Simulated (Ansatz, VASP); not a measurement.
Mg3ZrN2 in VASP and in Ansatz

The input INCAR:

```
SYSTEM = Mg3ZrN2
PREC = Accurate ; ENCUT = 520
EDIFF = 1E-6 ; ISMEAR = 0
SIGMA = 0.1 ; LREAL = .FALSE.
LASPH = .TRUE. ; NELM = 100
ALGO = Normal ; ISIF = 2
LWAVE = .FALSE. ; LCHARG = .TRUE.
GGA = PE ; LELF = .TRUE.
LVHAR = .TRUE. ; NBANDS = 23
```

File KPOINTS:

```
Automatic mesh
0
G
  4 4 4
  0 0 0
```

File POSCAR:

```
Mg3ZrN2
1.0
   -2.6501508000      2.6501508000      3.6746403900
    2.6501508000     -2.6501508000      3.6746403900
    2.6501508000      2.6501508000     -3.6746403900
Mg Zr N
3 1 2
Direct
    0.7500000000      0.2500000000      0.5000000000
    0.2500000000      0.7500000000      0.5000000000
    0.5000000000      0.5000000000      0.0000000000
    0.0000000000      0.0000000000      0.0000000000
    0.5000000000      0.0000000000      0.5000000000
    0.0000000000      0.5000000000      0.5000000000
```

Input for Ansatz:

```yaml
crystal:
  lattice:
    - [-2.6501508, 2.6501508, 3.67464039]
    - [2.6501508, -2.6501508, 3.67464039]
    - [2.6501508, 2.6501508, -3.67464039]
  atoms:
    - { symbol: Mg, position: [0.75, 0.25, 0.5] }
    - { symbol: Mg, position: [0.25, 0.75, 0.5] }
    - { symbol: Mg, position: [0.5, 0.5, 0.0] }
    - { symbol: Zr, position: [0.0, 0.0, 0.0] }
    - { symbol: "N", position: [0.5, 0.0, 0.5] }
    - { symbol: "N", position: [0.0, 0.5, 0.5] }
basis:
  ecutwfc: 420
kpoints:
  mp_grid: { grid: [4, 4, 4] }
hamiltonian:
  xc: pbe
scf:
  occupations: { method: gaussian, width: 0.1 }
  lower_state_search: "off"
output:
  forces: true
  stress: true
  eigenvalues: true
```

Alike in both runs: task single point; functional PBE; k mesh 4 × 4 × 4; occupations gaussian, width 0.1 eV; no spin polarisation.

|  | VASP | Ansatz |
| --- | --- | --- |
| version | VASP 6.6.1 | Ansatz 0.2.0 |
| potentials or method | VASP PAW PBE potentials, release 64 (Mg, Zr_sv, N), cutoff 520 eV | scalar-relativistic, plane waves, PAW |
| valence electrons in the cell | 28 | 52 |

VASP gave:

- gap on the k mesh at the Fermi level (eV): none
- pressure (GPa): -1.2
- traceless stress, the component that is largest in VASP (GPa): 33.48

Estimate Ansatz's values.

gap on the k mesh at the Fermi level (eV): none; pressure (GPa): -1.3; traceless stress, the component that is largest in VASP (GPa): 33.12.

A gap of «none» marks a metal or a gap that the smearing closes. VASP's potentials hold 28 valence electrons a cell and Ansatz's 52, so a difference there can come from the potentials and not from the codes.

The k mesh is coarse, so the values compare programs but aren't converged.
